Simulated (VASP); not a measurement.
Wanted: the native input for a VASP 6.6.1 run.

```
Task                   : single point
Functional             : PBEsol
Potentials or basis    : VASP PAW PBE potentials, release 64 (Si, Ge_d)
Cutoff                 : 520 eV
k mesh                 : 8 × 8 × 8
Occupations            : gaussian, width 0.03 eV
Spin                   : no spin polarisation
Dipole correction      : no
Further INCAR settings : ALGO = Normal; EDIFF = 1e-07; NBANDS = 31
```

The structure of Si7Ge lies in POSCAR:

```
Si7Ge
1.0
    5.3601084110      0.0000000000      0.0000000000
    0.0000000000      5.3601084110      0.0000000000
    0.0000000000      0.0000000000      5.3601084110
Si Ge
7 1
Direct
    0.2525986838      0.2525986838      0.2525986838
    0.0000000000      0.5000000000      0.5000000000
    0.5000000000      0.5000000000      0.0000000000
    0.5000000000      0.0000000000      0.5000000000
    0.7474013162      0.2525986838      0.7474013162
    0.7474013162      0.7474013162      0.2525986838
    0.2525986838      0.7474013162      0.7474013162
    0.0000000000      0.0000000000      0.0000000000
```

One way to write it, as run:

INCAR

```
SYSTEM = Si7Ge
PREC = Accurate ; ENCUT = 520
EDIFF = 1E-7 ; ISMEAR = 0
SIGMA = 0.03 ; LREAL = .False.
LASPH = .True. ; NELM = 80
ALGO = Normal ; ISIF = 2
LWAVE = .False. ; LCHARG = .False.
GGA = PS ; NBANDS = 31
```

KPOINTS

```
Automatic mesh
0
Gamma
  8 8 8
  0 0 0
```

Potentials or basis: VASP PAW PBE potentials, release 64 (Si, Ge_d).

Run with:

```sh
$ cat potpaw_PBE.64/Si/POTCAR potpaw_PBE.64/Ge_d/POTCAR > POTCAR
$ mpirun -np 1 vasp_std > vasp.out
```

It gave:

* Pressure: 5.7 GPa
* Largest force: 0.015 eV/Å
* Band gap on the k mesh: 0.16 eV

Caveat: the cell stands under pressure; the PAW data sets were made with another functional, which shifts forces and pressure a little.

Run time: 120 s on 1 thread of Intel(R) Xeon(R) 6975P-C (Granite Rapids) (shared host), peak memory 0.32 GiB.
